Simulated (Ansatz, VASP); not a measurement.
**Zr in VASP and in Ansatz**

```
Zr
1.0
     3.23480    0.00000    0.00000
    -1.61740    2.80142    0.00000
     0.00000    0.00000    5.16596
Zr
2
Direct
  0.33333 0.66667 0.25000
  0.66667 0.33333 0.75000
```

Alike in both runs: functional PBE; k mesh 12 × 12 × 8; occupations gaussian, width 0.1 eV; no spin polarisation.

Ansatz relaxed the structure, and its values are those at the end. VASP's run is a single point on that final structure, the one shown.

|  | VASP | Ansatz |
| --- | --- | --- |
| version | VASP 6.6.1 | Ansatz 0.2.0 |
| potentials or method | VASP PAW PBE potentials, release 64 (Zr_sv), cutoff 520 eV | scalar-relativistic, plane waves, PAW |
| valence electrons in the cell | 24 | 24 |

```tsv
	VASP	Ansatz	Ansatz less VASP
gap on the k mesh at the Fermi level (eV)	none	none	-
pressure (GPa)	0.0	0.0	-0.01
```

A gap of «none» marks a metal or a gap that the smearing closes. The functional is the same, so the differences come from potentials, cutoffs and numerics.
